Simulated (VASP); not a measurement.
Crystal: Ge.

```
Ge
1.0
    -2.52193    2.52193    1.36889
     2.52193   -2.52193    1.36889
     2.52193    2.52193   -1.36889
Ge
2
Direct
  0.50000 0.50000 0.00000
  0.25000 0.75000 0.50000
```

This cell differs from its parent crystal: volume scaled by 0.94.

Base run:

| Property | Result |
| --- | --- |
| Program | VASP 6.6.1 |
| Functional | LDA |
| Potentials or basis | VASP PAW LDA potentials, release 64 (Ge_d) |
| Cutoff | 520 eV |
| k mesh | 11 × 11 × 11 |
| Occupations | fermi-dirac, width 0.05 eV |
| Spin | no spin polarisation |

Its results: band gap on the k mesh zero (band 14 reaches 9.11 eV, above the bottom of band 15 at 4.04 eV); pressure 2.7 GPa.

Q: The run is repeated on the same cell with these changes: functional from LDA to PBE; potentials or basis from VASP PAW LDA potentials, release 64 (Ge_d) to VASP PAW PBE potentials, release 64 (Ge_d). What comes out?

A: Band gap on the k mesh zero (band 14 reaches 9.43 eV, above the bottom of band 15 at 4.29 eV); pressure 8.9 GPa.
